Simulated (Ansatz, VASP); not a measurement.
Sn: VASP beside Ansatz

The input INCAR:

```
SYSTEM = Sn
ALGO = Normal
EDIFF = 1E-7
ENCUT = 520
GGA = PE
ISIF = 2
ISMEAR = 0
LASPH = .TRUE.
LCHARG = .TRUE.
LELF = .TRUE.
LREAL = .FALSE.
LVHAR = .TRUE.
LWAVE = .FALSE.
NBANDS = 21
NELM = 100
PREC = Accurate
SIGMA = 0.017
```

Contents of KPOINTS:

```
k-points
0
G
  9 9 9
  0 0 0
```

File POSCAR:

```
Sn
1.0
   -2.9401404553      2.9401404553      1.5993019889
    2.9401404553     -2.9401404553      1.5993019889
    2.9401404553      2.9401404553     -1.5993019889
Sn
2
Direct
    0.0000000000      0.0000000000      0.0000000000
    0.7500000000      0.2500000000      0.5000000000
```

The input input.yaml:

```yaml
crystal:
  lattice:
    - [-2.9401404553, 2.9401404553, 1.5993019889]
    - [2.9401404553, -2.9401404553, 1.5993019889]
    - [2.9401404553, 2.9401404553, -1.5993019889]
  atoms:
    - { symbol: Sn, position: [0.0, 0.0, 0.0] }
    - { symbol: Sn, position: [0.75, 0.25, 0.5] }
kpoints:
  mp_grid: { grid: [9, 9, 9] }
scf:
  occupations: { method: gaussian, width: 0.017 }
hamiltonian:
  xc: pbe
  pseudopotentials: { kind: all_electron, lapw: { basis_error: 0.001 } }
output:
  forces: true
  stress: true
  eigenvalues: true
```

Alike in both runs: task single point; functional PBE; k mesh 9 × 9 × 9; occupations gaussian, width 0.017 eV; no spin polarisation.

|  | VASP | Ansatz |
| --- | --- | --- |
| version | VASP 6.6.1 | Ansatz 0.2.0 |
| potentials or method | VASP PAW PBE potentials, release 64 (Sn_d), cutoff 520 eV | all-electron LAPW, scalar-relativistic |

```tsv
	VASP	Ansatz	Ansatz less VASP
gap on the k mesh at the Fermi level (eV)	none	none	-
pressure (GPa)	1.4	1.4	+0.07
traceless stress, the component that is largest in VASP (GPa)	-0.24	-0.24	0.000
```

A gap of «none» marks a metal or a gap that the smearing closes. Ansatz ran all-electron here, and VASP with PAW potentials.
